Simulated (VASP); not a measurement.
Write the native input for VASP 6.6.1 that does the following.

| Quantity | Value |
| --- | --- |
| Task | single point |
| Functional | LDA |
| Potentials or basis | VASP PAW LDA potentials, release 64 (K_sv, Li_sv, Al, F) |
| Cutoff | 520 eV |
| k mesh | 4 × 4 × 4 |
| Occupations | gaussian, width 0.1 eV |
| Spin | no spin polarisation |
| Dipole correction | no |
| Further INCAR settings | ALGO = Normal; EDIFF = 1e-06; NBANDS = 44 |

The structure of K2LiAlF6 (lda) lies in POSCAR:

```
K2LiAlF6
1.0
    0.0000000000      3.9210000000      3.9210000000
    3.9210000000      0.0000000000      3.9210000000
    3.9210000000      3.9210000000      0.0000000000
K Li Al F
2 1 1 6
Direct
    0.2500000000      0.2500000000      0.2500000000
    0.7500000000      0.7500000000      0.7500000000
    0.5000000000      0.5000000000      0.5000000000
    0.0000000000      0.0000000000      0.0000000000
    0.7689000000      0.2311000000      0.2311000000
    0.2311000000      0.7689000000      0.2311000000
    0.2311000000      0.7689000000      0.7689000000
    0.7689000000      0.2311000000      0.7689000000
    0.2311000000      0.2311000000      0.7689000000
    0.7689000000      0.7689000000      0.2311000000
```

The input as run:

INCAR

```
SYSTEM = K2LiAlF6
PREC = Accurate
ENCUT = 520
EDIFF = 1E-6
ISMEAR = 0
SIGMA = 0.1
LREAL = .False.
LASPH = .True.
NELM = 100
ALGO = Normal
ISIF = 2
LWAVE = .False.
LCHARG = .False.
GGA = CA
NBANDS = 44
```

KPOINTS

```
Automatic mesh
0
Gamma
  4 4 4
  0 0 0
```

Potentials or basis: VASP PAW LDA potentials, release 64 (K_sv, Li_sv, Al, F).

The run is started by

```sh
$ cat potpaw_LDA.64/K_sv/POTCAR potpaw_LDA.64/Li_sv/POTCAR potpaw_LDA.64/Al/POTCAR potpaw_LDA.64/F/POTCAR > POTCAR
$ mpirun -np 1 vasp_std > vasp.out
```

Results of the run:

- Largest force: 0.172 eV/Å
- Band gap on the k mesh: 7.51 eV, direct

It took 24 s on 1 thread of Intel(R) Xeon(R) 6975P-C (Granite Rapids), on a shared host, peak memory 0.23 GiB.
